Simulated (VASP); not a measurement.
# Bi (P2/m) in VASP: notebook, part 2 of 2

VASP 6.6.1.

### 4 Single point, LDA (32.27 Å³/atom)

This run uses another cell than the first one, of 32.27 Å³/atom.

INCAR reads:

```
ALGO = Fast ; EDIFF = 1E-6
ENCUT = 520 ; ISIF = 2
ISMEAR = -1 ; LASPH = True
LCHARG = True ; LELF = True
LREAL = False ; LVHAR = True
LWAVE = False ; NBANDS = 22
NELM = 60 ; PREC = Accurate
SIGMA = 0.05
```

KPOINTS reads:

```
k-points
0
Gamma
  8 8 4
```

POSCAR reads:

```
Bi
1.0
    3.1946090396      0.0000000000      0.0000000000
    0.0000000000      3.1781022620      0.0000000000
   -0.0793675179      0.0000000000      6.3567985340
Bi
2
Direct
    0.5442472500      0.0000000000      0.7495778900
    0.4557527500      0.0000000000      0.2504221100
```

Potentials or basis: VASP PAW LDA potentials, release 64 (Bi_d).

Command:

```console
$ cat potpaw_LDA.64/Bi_d/POTCAR > POTCAR
$ mpirun -np 1 vasp_std > vasp.out
```

OUTCAR:

```text
EDIFF = 1E-6
   ENCUT = 520
   ISIF = 2
   ISMEAR = -1
   LASPH = True
   LREAL = False
   NELM = 60
   PREC = Accurate

 ion  position               nearest neighbor table
   1  0.544  0.000  0.750-   2 3.18   2 3.20
   2  0.456  0.000  0.250-   1 3.18   1 3.20

  LATTYP: Found a simple monoclinic cell.
 ALAT       =     3.1946090396
 B/A-ratio  =     0.9948329272
 C/A-ratio  =     1.9900068852
 COS(beta)  =    -0.0124844813

  Lattice vectors:

 A1 = (   3.1946090396,   0.0000000000,   0.0000000000)
 A2 = (   0.0000000000,   3.1781022620,   0.0000000000)
 A3 = (  -0.0793675179,   0.0000000000,   6.3567985340)

Analysis of symmetry for initial positions (statically):
=====================================================================
 Subroutine PRICEL returns:
 Original cell was already a primitive cell.

 Routine SETGRP: Setting up the symmetry group for a
 simple monoclinic supercell.

 Subroutine GETGRP returns: Found  4 space group operations
 (whereof  4 operations were pure point group operations)
 out of a pool of  4 trial point group operations.

The static configuration has the point symmetry C_2h.

Analysis of symmetry for dynamics (positions and initial velocities):
=====================================================================
 Subroutine PRICEL returns:
 Original cell was already a primitive cell.

 Routine SETGRP: Setting up the symmetry group for a
 simple monoclinic supercell.

 Subroutine GETGRP returns: Found  4 space group operations
 (whereof  4 operations were pure point group operations)
 out of a pool of  4 trial point group operations.

The dynamic configuration has the point symmetry C_2h.

 Subroutine INISYM returns: Found  4 space group operations
 (whereof  4 operations are pure point group operations),
 and found     1 'primitive' translations

----------------------------------------------------------------------------------------

                                     Primitive cell

  volume of cell :      64.5393

  direct lattice vectors                    reciprocal lattice vectors
     3.194609040  0.000000000  0.000000000     0.313027349  0.000000000  0.003908289
     0.000000000  3.178102262  0.000000000     0.000000000  0.314653185  0.000000000
    -0.079367518  0.000000000  6.356798534     0.000000000  0.000000000  0.157311891

  length of vectors
     3.194609040  3.178102262  6.357293984     0.313051747  0.314653185  0.157311891

  position of ions in fractional coordinates (direct lattice)
     0.544247250  0.000000000  0.749577890
     0.455752750  0.000000000  0.250422110

  ion indices of the primitive-cell ions
   primitive index   ion index
                 1           1
                 2           2

----------------------------------------------------------------------------------------

 KPOINTS: k-points

Automatic generation of k-mesh.
 Grid dimensions read from file:
 generate k-points for:    8    8    4

 Generating k-lattice:

  Cartesian coordinates                     Fractional coordinates (reciprocal lattice)
     0.039128419  0.000000000  0.000488536     0.125000000  0.000000000 -0.000000000
     0.000000000  0.039331648  0.000000000     0.000000000  0.125000000  0.000000000
     0.000000000  0.000000000  0.039327973     0.000000000  0.000000000  0.250000000

  Length of vectors
     0.039131468  0.039331648  0.039327973

  Shift w.r.t. Gamma in fractional coordinates (k-lattice)
     0.000000000  0.000000000  0.000000000

 Subroutine IBZKPT returns following result:
 ===========================================

 Found     90 irreducible k-points:

 Following reciprocal coordinates:
            Coordinates               Weight
  0.000000  0.000000  0.000000      1.000000
  0.125000  0.000000 -0.000000      2.000000
  0.250000  0.000000 -0.000000      2.000000
  0.375000  0.000000 -0.000000      2.000000
  0.500000  0.000000 -0.000000      1.000000
  0.000000  0.125000  0.000000      2.000000
[... 16 lines left out ...]
  0.250000  0.500000 -0.000000      2.000000
  0.375000  0.500000 -0.000000      2.000000
 [... further k-points ...]
   k-points           NKPTS =     90   k-points in BZ     NKDIM =     90   number of bands    NBANDS=     22
   number of dos      NEDOS =    301   number of ions     NIONS =      2
   total plane-waves  NPLWV =  27648
   dimension x,y,z NGX =    24 NGY =   24 NGZ =   48
   dimension x,y,z NGXF=    48 NGYF=   48 NGZF=   96
   ions per type =               2
   NGX,Y,Z   is equivalent  to a cutoff of  12.49, 12.55, 12.55 a.u.
   NGXF,Y,Z  is equivalent  to a cutoff of  24.98, 25.11, 25.10 a.u.
 SYSTEM =  unknown system
   PREC   = accura    normal or accurate (medium, high low for compatibility)
   ISTART =      0    job   : 0-new  1-cont  2-samecut
   ICHARG =      2    charge: 1-file 2-atom 10-const
   ISPIN  =      1    spin polarized calculation?
   LNONCOLLINEAR =      F non collinear calculations
   LSORBIT =      F    spin-orbit coupling
   LASPH  =      T    aspherical Exc in radial PAW
   ENCUT  =  520.0 eV  38.22 Ry    6.18 a.u.   5.94  5.91 11.82*2*pi/ulx,y,z
   NELM   =     60;   NELMIN=  2; NELMDL= -5     # of ELM steps
   EDIFF  = 0.1E-05   stopping-criterion for ELM
   LREAL  =      F    real-space projection
   EDIFFG = 0.1E-04   stopping-criterion for IOM
   NSW    =      0    number of steps for IOM
   IBRION =     -1    ionic relax: 0-MD 1-quasi-New 2-CG
   NFREE  =      0    steps in history (QN), initial steepest desc. (CG)
   ISIF   =      2    stress and relaxation
   ISYM   =      2    0-nonsym 1-usesym 2-fastsym
   POTIM  = 0.5000    time-step for ionic-motion
   TEBEG  =    0.0;   TEEND  =   0.0 temperature during run
   PSTRESS=    0.0 pullay stress
   NELECT =      30.0000    total number of electrons
   NUPDOWN=      -1.0000    fix difference up-down
   EMIN   =  10.00;   EMAX   =-10.00  energy-range for DOS
   EFERMI =   0.00;   METHOD = LEGACY
   ISMEAR =    -1;   SIGMA  =   0.05  broadening in eV -4-tet -1-fermi 0-gaus
   EFERMI_NEDOS =   21; number of points for ismear=-14 and -15
   IALGO  =     68    algorithm
   IMIX   =      4    mixing-type and parameters
     AMIX     =   0.40;   BMIX     =  1.00
     AMIX_MAG =   1.60;   BMIX_MAG =  1.00
  volume/ion in A,a.u.               =      32.27       217.77
  Fermi-wavevector in a.u.,A,eV,Ry     =   1.268160  2.396474 21.881280  1.608229
  Thomas-Fermi vector in A             =   2.401269
   LORBIT       =      0    0 simple, 1 ext, 2 COOP (PROOUT), +10 PAW based schemes
   GGA     = CA    functional components
   LHFCALC =     F    Hartree Fock is set to
   AEXX    =    0.0000 exact exchange contribution
   IVDW    =     0    specifies the selected vdW correction
   LEPSILON=     F    determine dielectric tensor
   LRPA    =     F    only Hartree local field effects (RPA)
 non-spin polarized calculation
 RMM-DIIS sequential band-by-band and
  energy-cutoff  :      520.00
  volume of cell :       64.54
 maximum number of plane-waves:      1772
   NGX = 11   NGY = 11   NGZ = 23

 number of electron      30.0000020 magnetization

 Free energy of the ion-electron system (eV)
  ---------------------------------------------------
  ext. energy  EPLUGINS =         0.00000000
  ---------------------------------------------------
  free energy    TOTEN  =        -9.05824558 eV

  energy without entropy =       -9.04421959  energy(sigma->0) =       -9.05123259

 E-fermi :   7.0537     XC(G=0): -10.2347

 val. band max:        7.0500795700   @ k =  -0.3750   0.2500   0.2500
 cond. band min:       7.0625823983   @ k =   0.1250   0.2500   0.2500
 fundamental gap:      0.0125028282
 Fermi energy:         7.0537216367

 k-point     1 :       0.0000    0.0000    0.0000
  band No.  band energies     occupation
      1     -15.9160      2.00000
      2     -15.9036      2.00000
      3     -15.8960      2.00000
      4     -15.6149      2.00000
      5     -15.6136      2.00000
      6     -15.5981      2.00000
[... 14 lines left out ...]
     21      15.3612      0.00000
     22      17.0121      0.00000
[... 552 lines left out ...]
  band No.  band energies     occupation
      1     -15.7477      2.00000
      2     -15.7374      2.00000
      3     -15.7307      2.00000
      4     -15.7154      2.00000
      5     -15.7106      2.00000
      6     -15.6112      2.00000
[... 14 lines left out ...]
     21      13.2095      0.00000
     22      14.8018      0.00000

 [... further k-points ...]

------------------------ aborting loop because EDIFF is reached ----------------------------------------

  FORCE on cell =-STRESS in cart. coord.  units (eV):
  Direction    XX          YY          ZZ          XY          YZ          ZX
  --------------------------------------------------------------------------------------
  -------------------------------------------------------------------------------------
  Total        0.1694605      0.5041158      0.0659357      0.0000000      0.0000000     -0.0578950
  in kB        4.2068304     12.5145979      1.6368435      0.0000000      0.0000000     -1.4372338
  external PRESSURE =       6.1194240 kB  Pullay stress =       0.0000000 kB

 VOLUME and BASIS-vectors are now :
 -----------------------------------------------------------------------------
  energy-cutoff  :      520.00
  volume of cell :       64.54
      direct lattice vectors                 reciprocal lattice vectors
     3.194609040  0.000000000  0.000000000     0.313027349  0.000000000  0.003908289
     0.000000000  3.178102262  0.000000000     0.000000000  0.314653185  0.000000000
    -0.079367518  0.000000000  6.356798534     0.000000000  0.000000000  0.157311891

 POSITION                                       TOTAL-FORCE (eV/Angst)
 -----------------------------------------------------------------------------------
      1.67917      0.00000      4.76492         0.002152     -0.000000     -0.008575
      1.43608      0.00000      1.59188        -0.002152      0.000000      0.008575
 -----------------------------------------------------------------------------------
    total drift:                                0.000000     -0.000000      0.000000

  FREE ENERGIE OF THE ION-ELECTRON SYSTEM (eV)
  ---------------------------------------------------
  free  energy   TOTEN  =        -9.0582455792 eV

  energy  without entropy=       -9.0442195930  energy(sigma->0) =       -9.05123259
```

stdout:

```text
POSCAR found type information on POSCAR Bi
 POSCAR found :  1 types and       2 ions
 scaLAPACK will be used
 LDA part: xc-table for (Slater(with rela. corr.)+CA(PZ))
 , standard interpolation
 POSCAR, INCAR and KPOINTS ok, starting setup
 FFT: planning ... GRIDC
 FFT: planning ... GRID_SOFT
 FFT: planning ... GRID
 WAVECAR not read
 entering main loop
```

It took 1.8 min on 1 thread of Intel Xeon 8259CL, shared host; peak memory 0.21 GiB.

Results:

* Free energy: -9.0582 eV
* Pressure: 0.6 GPa
* Largest force: 0.009 eV/Å
* Band gap on the k mesh: zero (bands 15 and 16 overlap by 6.54 eV)

Forces in eV/Å, atoms in the order of the input:
```
Bi   0.002  0.000 -0.009
Bi  -0.002  0.000  0.009
```

Stress tensor (GPa, compression positive):
```
 0.42  0.00 -0.14
 0.00  1.25  0.00
-0.14  0.00  0.16
```

Levels at points of the mesh, in eV from the Fermi level:
```
           k point  band 12  band 13  band 14  band 15  band 16  band 17  band 18  band 19
(0.00, 0.00, 0.00)   -11.40    -5.30     3.30     3.35     3.37     5.01     5.44     6.82
(0.50, 0.00, 0.00)    -9.40    -5.25    -3.37    -3.23     2.35     5.42     5.68     7.54
(0.00, 0.50, 0.00)    -9.29    -5.31    -3.31    -3.29     2.68     5.39     5.43     7.22
(0.50, 0.50, 0.00)    -7.23    -3.32    -3.24    -1.50    -1.46    -1.32     2.71     5.05
(0.00, 0.00, 0.50)   -12.68    -1.90    -1.87     4.03     4.12     4.23     4.25     7.90
(0.50, 0.00, 0.50)   -10.62    -4.53    -4.51     0.20     0.30     5.41     5.46     6.31
(0.00, 0.50, 0.50)   -10.58    -4.50    -4.48     0.23     0.27     5.46     5.47     6.16
(0.50, 0.50, 0.50)    -8.50    -2.56    -2.54    -2.53    -2.52     2.29     2.40     3.41
```

Caveat: spin-orbit coupling is left out, which moves the levels of the heavy elements.

### 5 Single point, PBEsol

This run uses another cell than the first one, of 32.94 Å³/atom.

INCAR reads:

```
PREC = Accurate
ENCUT = 520
EDIFF = 1E-6
ISMEAR = -1
SIGMA = 0.05
LREAL = False
LASPH = True
NELM = 80
ALGO = Fast
ISIF = 2
LWAVE = False
LCHARG = False
GGA = PS
NBANDS = 22
```

KPOINTS reads:

```
Automatic mesh
0
Gamma
  8 8 4
```

POSCAR reads:

```
Bi
1.0
    3.2383762460      0.0000000000      0.0000000000
    0.0000000000      3.2216433200      0.0000000000
   -0.0804548793      0.0000000000      6.3150110124
Bi
2
Direct
    0.5442472500      0.0000000000      0.7495778900
    0.4557527500      0.0000000000      0.2504221100
```

Potentials or basis: VASP PAW PBE potentials, release 64 (Bi_d).

Command:

```console
$ cat potpaw_PBE.64/Bi_d/POTCAR > POTCAR
$ mpirun -np 1 vasp_std > vasp.out
```

Wall time 79 s (1 thread of Intel Xeon Platinum 8375C at 2.90GHz (Ice Lake), shared host); peak memory 0.23 GiB.

The run converged. Its results:

```
Free energy            : -8.5330 eV
Pressure               : 0.6 GPa
Largest force          : 0.037 eV/Å
Band gap on the k mesh : zero (bands 15 and 16 overlap by 6.30 eV)
```

Forces in eV/Å, atoms in the order of the input:
```
Bi   0.036  0.000  0.008
Bi  -0.036  0.000 -0.008
```

Stress tensor (GPa, compression positive):
```
-0.18  0.00 -0.04
 0.00  0.49  0.00
-0.04  0.00  1.42
```

Levels at points of the mesh, in eV from the Fermi level:
```csv
k point,band 13,band 14,band 15,band 16,band 17,band 18
"(0.00, 0.00, 0.00)",-5.23,3.12,3.16,3.67,4.87,5.32
"(0.50, 0.00, 0.00)",-5.12,-3.34,-3.08,2.35,5.09,5.90
"(0.00, 0.50, 0.00)",-5.18,-3.33,-3.08,2.66,5.07,5.64
"(0.50, 0.50, 0.00)",-3.28,-3.20,-1.54,-1.36,-1.26,2.64
"(0.00, 0.00, 0.50)",-1.72,-1.69,3.85,3.95,4.05,4.07
"(0.50, 0.00, 0.50)",-4.38,-4.35,0.28,0.37,5.50,5.55
"(0.00, 0.50, 0.50)",-4.34,-4.32,0.30,0.34,5.55,5.55
"(0.50, 0.50, 0.50)",-2.48,-2.47,-2.45,-2.44,2.25,2.36
```

Caveat: the PAW data sets were made with another functional, which shifts forces and pressure a little; spin-orbit coupling is left out, which moves the levels of the heavy elements.

### 6 The runs side by side

```tsv
level	potentials or basis	cell	gap on the mesh (eV)	pressure (GPa)	largest force (eV/Å)
PBEsol	VASP PAW PBE potentials, release 64 (Bi_d)	a = 3.302, b = 3.285, c = 6.571 Å, angles 90.0, 90.7, 90.0°, 2 atoms	none	-3.2	0.02
LDA	VASP PAW LDA potentials, release 64 (Bi_d)	a = 3.172, b = 3.156, c = 6.313 Å, angles 90.0, 90.7, 90.0°, 2 atoms	none	1.9	0.01
LDA	VASP PAW LDA potentials, release 64 (Bi_d)	a = 3.195, b = 3.178, c = 6.357 Å, angles 90.0, 90.7, 90.0°, 2 atoms	none	0.6	0.01
PBEsol	VASP PAW PBE potentials, release 64 (Bi_d)	a = 3.238, b = 3.222, c = 6.316 Å, angles 90.0, 90.7, 90.0°, 2 atoms	none	0.6	0.04
```

Alike in all rows: task single point; no spin polarisation; k mesh 8 × 8 × 4; cutoff (eV) 520; smearing fermi-dirac 0.05 eV.

Caveats: spin-orbit coupling is left out, which moves the levels of the heavy elements; the PAW data sets were made with another functional, which shifts forces and pressure a little (at least some runs); the cell stands under tension (at least some runs).

Total energies depend on the potentials used, so only differences within one code and one set of settings carry meaning.
